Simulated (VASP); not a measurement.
Al:

```xyz
1
Lattice="0.0000 2.0248 2.0248 2.0248 0.0000 2.0248 2.0248 2.0248 0.0000" Properties=species:S:1:pos:R:3 pbc="T T T"
Al    0.0000    0.0000    0.0000
```

| Item | Value |
| --- | --- |
| Program | VASP 6.6.1 |
| Task | relaxation of cell and atoms |
| Functional | BLYP |
| Dispersion | D4 |
| Potentials or basis | VASP PAW PBE potentials, release 64 (Al) |
| Cutoff | 600 eV |
| k mesh | 11 × 11 × 11 |
| Occupations | fermi-dirac, width 0.05 eV |
| Spin | no spin polarisation |

At the start: pressure -3.1 GPa; volume 16.60 Å³/atom.

**Question.** How do energy, volume and symmetry change on relaxing?

**Answer.** Over 3 steps the energy falls by 7.4 meV/atom and the volume is 15.87 Å³/atom (-4.4 %); space group Fm-3m (No. 225, to 0.05 Å).

Step by step:
| step | energy change (eV) | largest force (eV/Å) | pressure (GPa) | volume (Å³) |
| --- | --- | --- | --- | --- |
| 1 | 0.0000 | 0.0000 | -3.11 | 16.60 |
| 2 | -0.0073 | 0.0000 | 0.16 | 15.84 |
| 3 | -0.0074 | 0.0000 | 0.01 | 15.87 |

Final structure:
```xyz
1
Lattice="0.0000 1.9947 1.9947 1.9947 0.0000 1.9947 1.9947 1.9947 0.0000" Properties=species:S:1:pos:R:3 pbc="T T T"
Al    0.0000    0.0000    0.0000
```

The cell as given is a measured one (16.60 Å³/atom); BLYP+D4 puts the equilibrium volume -4.4 % from it, thermal expansion not counted.

Caveat: the PAW data sets were made with another functional, which shifts forces and pressure a little; pairwise dispersion overbinds metals, which lowers pressure and volume.
